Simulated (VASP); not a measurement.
B, 1 atom in the cell. The structure is hexagonal, space group P6/mmm (No. 191). Conventional cell: a = 1.685 Å, b = 1.685 Å, c = 3.599 Å, α = 90.00°, β = 90.00°, γ = 120.00°. Within 2.2 Å of B (site symmetry 6/mmm) lie 6 B at 1.69 Å. 

```yaml
Program: VASP 6.6.1
Task: single point
Functional: LDA
Potentials_or_basis: VASP PAW LDA potentials, release 64 (B)
Cutoff: 520 eV
k_mesh: 19 × 19 × 8
Occupations: fermi-dirac, width 0.05 eV
Spin: no spin polarisation
Dipole_correction: no
Further_INCAR_settings: ALGO = Normal; EDIFF = 1e-06; NBANDS = 8
```

Potentials or basis: VASP PAW LDA potentials, release 64 (B).

Command:

```sh
$ cat potpaw_LDA.64/B/POTCAR > POTCAR
$ mpirun -np 1 vasp_std > vasp.out
```

Hardware: 1 thread of Intel(R) Xeon(R) Platinum 8488C (Sapphire Rapids), with other jobs on the host.

**Question.** How long does it take, and how much memory?

**Answer.** Run time: 7.3 s on 1 thread of Intel(R) Xeon(R) Platinum 8488C (Sapphire Rapids), on a shared host, peak memory 0.11 GiB. Counts: scf iterations 12, k points 200.
